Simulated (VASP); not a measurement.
# BeS: vibrations by perturbation theory with PBEsol

The system is BeS.

```
Be S
1.0
     2.34965    2.34965    0.00000
    -2.34965    2.34965    0.00000
     0.00000    2.34965    2.34965
Be S
1 1
Cartesian
  0.0000 0.0000 0.0000
  1.1748 3.5245 1.1748
```

```json
{
 "Program": "VASP 6.6.1",
 "Task": "vibrations by perturbation theory",
 "Functional": "PBEsol",
 "Potentials or basis": "VASP PAW PBE potentials, release 64 (Be, S)",
 "Cutoff": "520 eV",
 "k mesh": "8 × 8 × 8",
 "Occupations": "gaussian, width 0.01 eV",
 "Spin": "no spin polarisation",
 "Dipole correction": "no",
 "Further INCAR settings": "ALGO = Normal; EDIFF = 1e-08; IBRION = 8; NSW = 1"
}
```

```yaml
Highest_phonon_frequency_at_Γ_LO-TO_splitting_left_out: 651 cm⁻¹
```

Phonon frequencies in cm⁻¹ (negative: imaginary):
```
              q point        frequencies
(0.000, 0.000, 0.000)  0 0 0 651 651 651
```

Wall time 67 s on 1 thread of Intel(R) Xeon(R) Platinum 8488C (Sapphire Rapids) (shared host), peak memory 0.2 GiB.

Caveat: the cell wasn't relaxed at this level first, which shifts response properties.
